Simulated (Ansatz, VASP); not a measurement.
One calculation of RbSi6, two programs

```
Rb Si
1.0
    -3.40185    3.40185    3.40185
     3.40185   -3.40185    3.40185
     3.40185    3.40185   -3.40185
Rb Si
1 6
Direct
  0.00000 0.00000 0.00000
  0.75000 0.25000 0.50000
  0.25000 0.75000 0.50000
  0.50000 0.25000 0.75000
  0.75000 0.50000 0.25000
  0.50000 0.75000 0.25000
  0.25000 0.50000 0.75000
```

Alike in both runs: task single point; functional PBE; k mesh 4 × 4 × 4; occupations gaussian, width 0.2 eV; no spin polarisation.

|  | VASP | Ansatz |
| --- | --- | --- |
| version | VASP 6.6.1 | Ansatz 0.2.0 |
| potentials or method | VASP PAW PBE potentials, release 64 (Rb_sv, Si), cutoff 520 eV | scalar-relativistic, plane waves, PAW |
| valence electrons in the cell | 33 | 33 |

```tsv
	VASP	Ansatz	Ansatz less VASP
gap on the k mesh at the Fermi level (eV)	none	none	-
pressure (GPa)	0.0	0.0	+0.03
```

A gap of «none» marks a metal or a gap that the smearing closes.
